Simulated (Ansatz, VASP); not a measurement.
# C: VASP beside Ansatz

Contents of POSCAR:

```
C
1.0
    1.7801417073     -1.7801417073      0.0000000000
    1.7801417073      0.0000000000     -1.7801417073
   10.0873509987      5.6371747446      5.6371747446
C
12
Direct
    0.4409534733      0.4409534733      0.2708666667
   -0.0868298600     -0.0868298600      0.1042000000
   -0.0312631933     -0.0312631933      0.4375333333
    0.0243034733      0.0243034733      0.7708666667
    0.4965201400      0.4965201400      0.6042000000
   -0.4479131933     -0.4479131933      0.9375333333
    0.3367909733      0.3367909733      0.3958666667
    0.8090076400      0.8090076400      0.2292000000
   -0.1354256933     -0.1354256933      0.5625333333
   -0.0798590267     -0.0798590267      0.8958666667
   -0.6076423600     -0.6076423600      0.7292000000
    0.2812243067      0.2812243067      0.0625333333
```

INCAR.step1

```
SYSTEM = C
PREC = Accurate ; ENCUT = 520
ISMEAR = 0 ; SIGMA = 0.05
LREAL = .FALSE. ; LASPH = .TRUE.
NELM = 100 ; NBANDS = 36
GGA = PE ; ALGO = Normal
EDIFF = 1E-4 ; LWAVE = .TRUE.
LCHARG = .FALSE.
```

The input INCAR.step2:

```
SYSTEM = C
PREC = Accurate ; ENCUT = 520
EDIFF = 1E-6 ; ISMEAR = 0
SIGMA = 0.05 ; LREAL = .FALSE.
LASPH = .TRUE. ; NELM = 100
ALGO = Normal ; ISIF = 2
LWAVE = .FALSE. ; LCHARG = .FALSE.
METAGGA = R2SCAN ; LMIXTAU = .TRUE.
NBANDS = 36 ; ISTART = 1
```

KPOINTS

```
Automatic mesh
0
G
  10 10 2
  0 0 0
```

Input for Ansatz:

```yaml
crystal:
  lattice:
    - [1.7801417073, -1.7801417073, 0.0]
    - [1.7801417073, 0.0, -1.7801417073]
    - [10.0873509987, 5.6371747446, 5.6371747446]
  atoms:
    - { symbol: C, position: [0.4409534733, 0.4409534733, 0.2708666667] }
    - { symbol: C, position: [-0.08682986, -0.08682986, 0.1042] }
    - { symbol: C, position: [-0.0312631933, -0.0312631933, 0.4375333333] }
    - { symbol: C, position: [0.0243034733, 0.0243034733, 0.7708666667] }
    - { symbol: C, position: [0.49652014, 0.49652014, 0.6042] }
    - { symbol: C, position: [-0.4479131933, -0.4479131933, 0.9375333333] }
    - { symbol: C, position: [0.3367909733, 0.3367909733, 0.3958666667] }
    - { symbol: C, position: [0.80900764, 0.80900764, 0.2292] }
    - { symbol: C, position: [-0.1354256933, -0.1354256933, 0.5625333333] }
    - { symbol: C, position: [-0.0798590267, -0.0798590267, 0.8958666667] }
    - { symbol: C, position: [-0.60764236, -0.60764236, 0.7292] }
    - { symbol: C, position: [0.2812243067, 0.2812243067, 0.0625333333] }
basis:
  ecutwfc: 500
kpoints:
  mp_grid: { grid: [10, 10, 2] }
hamiltonian:
  xc: r2scan
scf:
  occupations: { method: gaussian, width: 0.05 }
output:
  forces: true
  stress: true
  eigenvalues: true
```

Alike in both runs: task single point; functional r2SCAN; k mesh 10 × 10 × 2; occupations gaussian, width 0.05 eV; no spin polarisation.

|  | VASP | Ansatz |
| --- | --- | --- |
| version | VASP 6.6.1 | Ansatz 0.2.0 |
| potentials or method | VASP PAW PBE potentials, release 64 (C), cutoff 520 eV | scalar-relativistic, plane waves, PAW |
| valence electrons in the cell | 48 | 48 |

|  | VASP | Ansatz | Ansatz less VASP |
| --- | --- | --- | --- |
| gap on the k mesh at the Fermi level (eV) | 0.88 | 0.90 | +0.021 |
| least direct gap on the mesh (eV) | 2.80 | 2.82 | +0.014 |
| pressure (GPa) | 1.9 | 0.8 | -1.11 |
| traceless stress, the component that is largest in VASP (GPa) | 16.66 | 16.66 | 0.000 |
| rms of the force components (eV/Å) | 1.187 | 1.191 | +0.0049 |

VASP's potentials were made for PBE, not for r2SCAN. Atom by atom the forces differ by 0.009 eV/Å (rms over components).
